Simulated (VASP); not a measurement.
# Sb (Pm-3m) in VASP: notebook

Runs on Sb. Level: PBE. Tasks: single point.

Everything below comes from runs of VASP 6.6.1. Logs are shortened: lines on timing, memory, paths and dates and some standing lists are left out, and cuts for length are marked.

## 1. The cell of the first run

The structure is cubic, space group Pm-3m (No. 221). The conventional cell has a = 3.028 Å, b = 3.028 Å, c = 3.028 Å, α = 90.00°, β = 90.00°, γ = 90.00°. Within 4.0 Å of Sb (site symmetry m-3m) lie 6 Sb at 3.03 Å.

## 2. Single point, PBE

INCAR reads:

```
PREC = Accurate
ENCUT = 500
EDIFF = 1E-6
ISMEAR = -1
SIGMA = 0.1
LREAL = False
LASPH = True
NELM = 120
ALGO = Normal
ISIF = 2
LWAVE = False
LCHARG = False
GGA = PE
NBANDS = 8
GGA_COMPAT = False
```

KPOINTS reads:

```
regular mesh
0
Gamma
  7 7 7
```

POSCAR reads:

```
Sb
1.0
    3.0281773497      0.0000000000      0.0000000000
    0.0000000000      3.0281773497      0.0000000000
    0.0000000000      0.0000000000      3.0281773497
Sb
1
Direct
    0.0000000000      0.0000000000      0.0000000000
```

Potentials or basis: VASP PAW PBE potentials, release 64 (Sb).

Run with:

```console
$ cat potpaw_PBE.64/Sb/POTCAR > POTCAR
$ mpirun -np 1 vasp_std > vasp.out
```

OUTCAR:

```text
PREC = Accurate
   ENCUT = 500
   EDIFF = 1E-6
   ISMEAR = -1
   LREAL = False
   LASPH = True
   NELM = 120
   ISIF = 2
   GGA = PE

 ion  position               nearest neighbor table
   1  0.000  0.000  0.000-

  LATTYP: Found a simple cubic cell.
 ALAT       =     3.0281773497

  Lattice vectors:

 A1 = (   3.0281773497,   0.0000000000,   0.0000000000)
 A2 = (   0.0000000000,   3.0281773497,   0.0000000000)
 A3 = (   0.0000000000,   0.0000000000,   3.0281773497)

Analysis of symmetry for initial positions (statically):
=====================================================================
 Subroutine PRICEL returns:
 Original cell was already a primitive cell.

 Routine SETGRP: Setting up the symmetry group for a
 simple cubic supercell.

 Subroutine GETGRP returns: Found 48 space group operations
 (whereof 48 operations were pure point group operations)
 out of a pool of 48 trial point group operations.

The static configuration has the point symmetry O_h .

Analysis of symmetry for dynamics (positions and initial velocities):
=====================================================================
 Subroutine PRICEL returns:
 Original cell was already a primitive cell.

 Routine SETGRP: Setting up the symmetry group for a
 simple cubic supercell.

 Subroutine GETGRP returns: Found 48 space group operations
 (whereof 48 operations were pure point group operations)
 out of a pool of 48 trial point group operations.

The dynamic configuration has the point symmetry O_h .

 Subroutine INISYM returns: Found 48 space group operations
 (whereof 48 operations are pure point group operations),
 and found     1 'primitive' translations

----------------------------------------------------------------------------------------

                                     Primitive cell

  volume of cell :      27.7680

  direct lattice vectors                    reciprocal lattice vectors
     3.028177350  0.000000000  0.000000000     0.330231649  0.000000000  0.000000000
     0.000000000  3.028177350  0.000000000     0.000000000  0.330231649  0.000000000
     0.000000000  0.000000000  3.028177350     0.000000000  0.000000000  0.330231649

  length of vectors
     3.028177350  3.028177350  3.028177350     0.330231649  0.330231649  0.330231649

  position of ions in fractional coordinates (direct lattice)
     0.000000000  0.000000000  0.000000000

  ion indices of the primitive-cell ions
   primitive index   ion index
                 1           1

----------------------------------------------------------------------------------------

 KPOINTS: regular mesh

Automatic generation of k-mesh.
 Grid dimensions read from file:
 generate k-points for:    7    7    7

 Generating k-lattice:

  Cartesian coordinates                     Fractional coordinates (reciprocal lattice)
     0.047175950  0.000000000  0.000000000     0.142857143  0.000000000  0.000000000
     0.000000000  0.047175950  0.000000000     0.000000000  0.142857143  0.000000000
     0.000000000  0.000000000  0.047175950     0.000000000  0.000000000  0.142857143

  Length of vectors
     0.047175950  0.047175950  0.047175950

  Shift w.r.t. Gamma in fractional coordinates (k-lattice)
     0.000000000  0.000000000  0.000000000

 Subroutine IBZKPT returns following result:
 ===========================================

 Found     20 irreducible k-points:

 Following reciprocal coordinates:
            Coordinates               Weight
  0.000000  0.000000  0.000000      1.000000
  0.142857  0.000000  0.000000      6.000000
  0.285714  0.000000  0.000000      6.000000
  0.428571  0.000000  0.000000      6.000000
  0.142857  0.142857  0.000000     12.000000
  0.285714  0.142857  0.000000     24.000000
[... 12 lines left out ...]
  0.428571  0.428571  0.285714     24.000000
  0.428571  0.428571  0.428571      8.000000
   k-points           NKPTS =     20   k-points in BZ     NKDIM =     20   number of bands    NBANDS=      8
   number of dos      NEDOS =    301   number of ions     NIONS =      1
   total plane-waves  NPLWV =  13824
   dimension x,y,z NGX =    24 NGY =   24 NGZ =   24
   dimension x,y,z NGXF=    48 NGYF=   48 NGZF=   48
   ions per type =               1
   NGX,Y,Z   is equivalent  to a cutoff of  13.18, 13.18, 13.18 a.u.
   NGXF,Y,Z  is equivalent  to a cutoff of  26.35, 26.35, 26.35 a.u.
 SYSTEM =  unknown system
   PREC   = accura    normal or accurate (medium, high low for compatibility)
   ISTART =      0    job   : 0-new  1-cont  2-samecut
   ICHARG =      2    charge: 1-file 2-atom 10-const
   ISPIN  =      1    spin polarized calculation?
   LNONCOLLINEAR =      F non collinear calculations
   LSORBIT =      F    spin-orbit coupling
   LASPH  =      T    aspherical Exc in radial PAW
   ENCUT  =  500.0 eV  36.75 Ry    6.06 a.u.   5.52  5.52  5.52*2*pi/ulx,y,z
   NELM   =    120;   NELMIN=  2; NELMDL= -5     # of ELM steps
   EDIFF  = 0.1E-05   stopping-criterion for ELM
   LREAL  =      F    real-space projection
   EDIFFG = 0.1E-04   stopping-criterion for IOM
   NSW    =      0    number of steps for IOM
   IBRION =     -1    ionic relax: 0-MD 1-quasi-New 2-CG
   NFREE  =      0    steps in history (QN), initial steepest desc. (CG)
   ISIF   =      2    stress and relaxation
   ISYM   =      2    0-nonsym 1-usesym 2-fastsym
   POTIM  = 0.5000    time-step for ionic-motion
   TEBEG  =    0.0;   TEEND  =   0.0 temperature during run
   PSTRESS=    0.0 pullay stress
   NELECT =       5.0000    total number of electrons
   NUPDOWN=      -1.0000    fix difference up-down
   EMIN   =  10.00;   EMAX   =-10.00  energy-range for DOS
   EFERMI =   0.00;   METHOD = LEGACY
   ISMEAR =    -1;   SIGMA  =   0.10  broadening in eV -4-tet -1-fermi 0-gaus
   EFERMI_NEDOS =   21; number of points for ismear=-14 and -15
   IALGO  =     38    algorithm
   IMIX   =      4    mixing-type and parameters
     AMIX     =   0.40;   BMIX     =  1.00
     AMIX_MAG =   1.60;   BMIX_MAG =  1.00
  volume/ion in A,a.u.               =      27.77       187.39
  Fermi-wavevector in a.u.,A,eV,Ry     =   0.924450  1.746958 11.627650  0.854608
  Thomas-Fermi vector in A             =   2.050197
   LORBIT       =      0    0 simple, 1 ext, 2 COOP (PROOUT), +10 PAW based schemes
   GGA     = PE    functional components
   LHFCALC =     F    Hartree Fock is set to
   AEXX    =    0.0000 exact exchange contribution
   IVDW    =     0    specifies the selected vdW correction
   LEPSILON=     F    determine dielectric tensor
   LRPA    =     F    only Hartree local field effects (RPA)
 non-spin polarized calculation
  energy-cutoff  :      500.00
  volume of cell :       27.77
 maximum number of plane-waves:       739
 NGX is ok and might be reduce to    24
   NGX = 11   NGY = 11   NGZ = 11

 number of electron       5.0000000 magnetization

 Free energy of the ion-electron system (eV)
  ---------------------------------------------------
  ext. energy  EPLUGINS =         0.00000000
  ---------------------------------------------------
  free energy    TOTEN  =        -4.09372116 eV

  energy without entropy =       -4.07863614  energy(sigma->0) =       -4.08617865

 E-fermi :   7.8750     XC(G=0):  -9.9299

 val. band max:        7.5613850970   @ k =   0.4286   0.2857   0.1429
 cond. band min:       7.9419542146   @ k =   0.4286   0.2857   0.2857
 fundamental gap:      0.3805691175
 Fermi energy:         7.8749731010

 k-point     1 :       0.0000    0.0000    0.0000
  band No.  band energies     occupation
      1      -4.8878      2.00000
      2      11.5231      0.00000
      3      11.5231      0.00000
      4      11.5231      0.00000
      5      15.0642      0.00000
      6      15.0642      0.00000
      7      16.7817      0.00000
      8      26.1162      0.00000

 k-point     2 :       0.1429    0.0000    0.0000
  band No.  band energies     occupation
      1      -4.5707      2.00000
      2       8.6618      0.00076
      3      11.8394      0.00000
      4      11.8394      0.00000
      5      15.3056      0.00000
      6      16.2674      0.00000
      7      19.0659      0.00000
      8      24.2317      0.00000

 k-point     3 :       0.2857    0.0000    0.0000
  band No.  band energies     occupation
      1      -3.6598      2.00000
      2       5.0600      2.00000
      3      12.6849      0.00000
      4      12.6849      0.00000
      5      16.0126      0.00000
      6      17.1494      0.00000
      7      21.7872      0.00000
      8      21.7872      0.00000

 k-point     4 :       0.4286    0.0000    0.0000
  band No.  band energies     occupation
      1      -2.4652      2.00000
      2       2.4357      2.00000
      3      13.6092      0.00000
      4      13.6092      0.00000
      5      17.0170      0.00000
      6      18.4118      0.00000
      7      19.9816      0.00000
      8      20.0102      0.00000

 k-point     5 :       0.1429    0.1429    0.0000
  band No.  band energies     occupation
      1      -4.2535      2.00000
      2       8.7918      0.00021
      3       9.1632      0.00001
      4      12.1571      0.00000
      5      15.9935      0.00000
      6      18.6019      0.00000
      7      19.5166      0.00000
      8      21.7429      0.00000

 k-point     6 :       0.2857    0.1429    0.0000
  band No.  band energies     occupation
      1      -3.3417      2.00000
      2       5.3611      2.00000
      3       9.8519      0.00000
      4      13.0069      0.00000
      5      16.7191      0.00000
      6      18.0929      0.00000
      7      20.1306      0.00000
      8      22.0099      0.00000

 k-point     7 :       0.4286    0.1429    0.0000
  band No.  band energies     occupation
      1      -2.1441      2.00000
      2       2.7367      2.00000
      3      10.8781      0.00000
      4      13.9385      0.00000
      5      15.9600      0.00000
      6      18.0455      0.00000
      7      19.9855      0.00000
      8      20.2401      0.00000

 k-point     8 :       0.2857    0.2857    0.0000
  band No.  band energies     occupation
      1      -2.4250      2.00000
      2       5.9362      2.00000
      3       6.5285      2.00000
      4      13.8688      0.00000
      5      14.9552      0.00000
      6      17.7185      0.00000
      7      22.6300      0.00000
      8      22.6390      0.00000

 k-point     9 :       0.4286    0.2857    0.0000
  band No.  band energies     occupation
      1      -1.2102      2.00000
      2       3.5589      2.00000
      3       7.2717      1.99522
      4      12.7903      0.00000
      5      14.8166      0.00000
      6      18.9304      0.00000
      7      20.8999      0.00000
      8      20.9733      0.00000

 k-point    10 :       0.4286    0.4286    0.0000
  band No.  band energies     occupation
      1       0.0662      2.00000
      2       4.4019      2.00000
      3       4.6541      2.00000
      4      10.6402      0.00000
      5      15.7759      0.00000
      6      20.1642      0.00000
      7      21.6955      0.00000
      8      21.7273      0.00000
[... 34 lines left out ...]
 k-point    14 :       0.2857    0.2857    0.1429
  band No.  band energies     occupation
      1      -2.1062      2.00000
      2       6.2353      2.00000
      3       6.8232      1.99995
      4      11.0706      0.00000
      5      15.3113      0.00000
      6      19.0070      0.00000
      7      19.3635      0.00000
      8      21.0973      0.00000

 k-point    15 :       0.4286    0.2857    0.1429
  band No.  band energies     occupation
      1      -0.8883      2.00000
      2       3.8583      2.00000
      3       7.5614      1.91670
      4      12.1255      0.00000
      5      13.1072      0.00000
      6      17.1368      0.00000
      7      20.1999      0.00000
      8      22.0818      0.00000

 k-point    16 :       0.4286    0.4286    0.1429
  band No.  band energies     occupation
      1       0.3913      2.00000
      2       4.6976      2.00000
      3       4.9526      2.00000
      4      10.9252      0.00000
      5      13.2149      0.00000
      6      18.1383      0.00000
      7      18.2382      0.00000
      8      21.9344      0.00000

 k-point    17 :       0.2857    0.2857    0.2857
  band No.  band energies     occupation
      1      -1.1844      2.00000
      2       7.0428      1.99951
      3       7.0428      1.99951
      4       8.1606      0.10873
      5      15.7503      0.00000
      6      16.3730      0.00000
      7      16.3730      0.00000
      8      23.1730      0.00000

 k-point    18 :       0.4286    0.2857    0.2857
  band No.  band energies     occupation
      1       0.0506      2.00000
      2       4.6723      2.00000
      3       7.9420      0.67708
      4       9.0231      0.00002
      5      13.5523      0.00000
      6      14.3632      0.00000
      7      17.2886      0.00000
      8      21.0062      0.00000

 k-point    19 :       0.4286    0.4286    0.2857
  band No.  band energies     occupation
      1       1.3509      2.00000
      2       5.4904      2.00000
      3       5.7577      2.00000
      4       9.5892      0.00000
      5      11.7724      0.00000
      6      15.0724      0.00000
      7      15.2291      0.00000
      8      18.7308      0.00000

 k-point    20 :       0.4286    0.4286    0.4286
  band No.  band energies     occupation
      1       2.7389      2.00000
      2       6.3564      2.00000
      3       6.3564      2.00000
      4       7.0685      1.99937
      5      12.7037      0.00000
      6      13.2365      0.00000
      7      13.2365      0.00000
      8      16.3318      0.00000

------------------------ aborting loop because EDIFF is reached ----------------------------------------

  FORCE on cell =-STRESS in cart. coord.  units (eV):
  Direction    XX          YY          ZZ          XY          YZ          ZX
  --------------------------------------------------------------------------------------
  -------------------------------------------------------------------------------------
  Total        0.9433722      0.9433722      0.9433722     -0.0000000     -0.0000000      0.0000000
  in kB       54.4314304     54.4314304     54.4314304     -0.0000000     -0.0000000      0.0000000
  external PRESSURE =      54.4314304 kB  Pullay stress =       0.0000000 kB

 VOLUME and BASIS-vectors are now :
 -----------------------------------------------------------------------------
  energy-cutoff  :      500.00
  volume of cell :       27.77
      direct lattice vectors                 reciprocal lattice vectors
     3.028177350  0.000000000  0.000000000     0.330231649  0.000000000  0.000000000
     0.000000000  3.028177350  0.000000000     0.000000000  0.330231649  0.000000000
     0.000000000  0.000000000  3.028177350     0.000000000  0.000000000  0.330231649

 POSITION                                       TOTAL-FORCE (eV/Angst)
 -----------------------------------------------------------------------------------
      0.00000      0.00000      0.00000         0.000000      0.000000      0.000000
 -----------------------------------------------------------------------------------
    total drift:                               -0.000000      0.000000      0.000000

  FREE ENERGIE OF THE ION-ELECTRON SYSTEM (eV)
  ---------------------------------------------------
  free  energy   TOTEN  =        -4.0937211642 eV

  energy  without entropy=       -4.0786361385  energy(sigma->0) =       -4.08617865
```

Wall time 6.9 s (1 thread of Intel Xeon 8259CL, shared host); peak memory 0.13 GiB.

Results:

```yaml
Free_energy: -4.0937 eV
Pressure: 5.4 GPa
```

Levels at points of the mesh, in eV from the Fermi level:
```tsv
k point	band 1	band 2	band 3	band 4	band 5	band 6
(0.00, 0.00, 0.00)	-12.76	3.65	3.65	3.65	7.19	7.19
```

Caveat: spin-orbit coupling is left out, which moves the levels of the heavy elements.

(Part 1 of 2 ends here.)
